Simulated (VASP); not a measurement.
A run of VASP 6.6.1 is set up as follows.

Contents of INCAR:

```
SYSTEM = AlN
  PREC = Accurate
  ENCUT = 520
  EDIFF = 1E-6
  ISMEAR = 0
  SIGMA = 0.05
  LREAL = .False.
  LASPH = .True.
  NELM = 80
  ALGO = Normal
  ISIF = 2
  LWAVE = .False.
  LCHARG = .False.
  GGA = PE
  NBANDS = 26
```

The input KPOINTS:

```
Automatic mesh
0
Gamma
  6 6 6
  0 0 0
```

Contents of POSCAR:

```
AlN
1.0
    4.4025164325      0.0000000000      0.0000000000
    0.0000000000     -4.4025164325      0.0000000000
    0.0000000000      0.0000000000     -4.4025164325
Al N
4 4
Direct
   -0.0202373928      0.1430999769     -0.0202373928
    0.5000000000      0.5000000000      0.0000000000
    0.5000000000      0.0000000000      0.5000000000
    0.0000000000      0.5000000000      0.5000000000
    0.7500000000      0.7500000000      0.7500000000
    0.2500000000      0.2500000000      0.7500000000
    0.2500000000      0.7500000000      0.2500000000
    0.7500000000      0.2500000000      0.2500000000
```

Potentials or basis: VASP PAW PBE potentials, release 64 (Al, N).

The run is started by

```bash
$ cat potpaw_PBE.64/Al/POTCAR potpaw_PBE.64/N/POTCAR > POTCAR
$ mpirun -np 1 vasp_std > vasp.out
```

Predict the largest force.

8.877 eV/Å.

Estimate the pressure.

10.7 GPa.

Estimate the band gap on the k mesh.

0.47 eV, indirect (least direct gap 0.59 eV).

Stress tensor (GPa, compression positive):
```
18.36  0.60 13.63
 0.60 -4.65 -0.60
13.63 -0.60 18.36
```

Caveat: the cell differs from its parent crystal (atom 1 (Al) moved by -0.126 Å along [1 1 0] and -0.630 Å along [0 0 1]); forces of over 1 eV/Å act on the atoms, so gaps and moduli don't describe the material at rest. A k mesh can miss the band edges.
